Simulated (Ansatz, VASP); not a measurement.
# W: VASP beside Ansatz

POSCAR

```
W
1.0
   -1.5823450000      1.5823450000      1.5823450000
    1.5823450000     -1.5823450000      1.5823450000
    1.5823450000      1.5823450000     -1.5823450000
W
1
Direct
    0.0000000000      0.0000000000      0.0000000000
```

The input INCAR.step1:

```
SYSTEM = W
  PREC = Accurate
  ENCUT = 400
  EDIFF = 1E-5
  ISMEAR = -1
  SIGMA = 0.05
  LREAL = .FALSE.
  LASPH = .TRUE.
  NELM = 120
  ALGO = Normal
  ISIF = 2
  LWAVE = .TRUE.
  LCHARG = .FALSE.
  NBANDS = 13
  GGA = PE
  GGA_COMPAT = .FALSE.
```

Contents of INCAR.step2:

```
SYSTEM = W
  PREC = Accurate
  ENCUT = 400
  EDIFF = 1E-6
  ISMEAR = -1
  SIGMA = 0.05
  LREAL = .FALSE.
  LASPH = .TRUE.
  NELM = 120
  ALGO = Normal
  ISIF = 2
  LWAVE = .FALSE.
  LCHARG = .FALSE.
  GGA = PE
  LHFCALC = .TRUE.
  HFSCREEN = 0.2079
  PRECFOCK = Normal
  NBANDS = 13
  ISTART = 1
  GGA_COMPAT = .FALSE.
```

KPOINTS

```
regular mesh
0
G
  6 6 6
  0 0 0
```

File input.yaml:

```yaml
crystal:
  lattice:
    - [-1.582345, 1.582345, 1.582345]
    - [1.582345, -1.582345, 1.582345]
    - [1.582345, 1.582345, -1.582345]
  atoms:
    - { symbol: W, position: [0.0, 0.0, 0.0] }
hamiltonian:
  xc: hse06
  pseudopotentials: { kind: paw }
kpoints:
  mp_grid: { grid: [6, 6, 6] }
  band_path:
    path:
      - [[0.0, 0.0, 0.0], [0.5, -0.5, 0.5], [0.0, 0.0, 0.5], [0.0, 0.0, 0.0], [0.25, 0.25, 0.25], [0.5, -0.5, 0.5]]
      - [[0.25, 0.25, 0.25], [0.0, 0.0, 0.5]]
    npoints: 4
scf:
  occupations: { method: fermi_dirac, width: 0.05 }
  n_extra_bands: 6
output:
  forces: true
  stress: true
  eigenvalues: true
  fatbands: false
```

Alike in both runs: functional HSE06; k mesh 6 × 6 × 6; occupations fermi-dirac, width 0.05 eV; no spin polarisation.

|  | VASP | Ansatz |
| --- | --- | --- |
| version | VASP 6.6.1 | Ansatz 0.2.0 |
| potentials or method | VASP PAW PBE potentials, release 64 (W_sv) | Ansatz PAW |
| plane-wave cutoff (eV) | 400 | 420 |
| valence electrons in the cell | 14 | 14 |
| task | single point | band structure |

```tsv
	VASP	Ansatz	Ansatz less VASP
gap on the k mesh at the Fermi level (eV)	none	none	-
pressure (GPa)	-3.8	-3.4	+0.40
```

A gap of «none» marks a metal or a gap that the smearing closes. The functional is the same, so the differences come from potentials, cutoffs and numerics.

The k mesh is coarse, so the values compare programs but aren't converged. Spin-orbit coupling is off throughout.
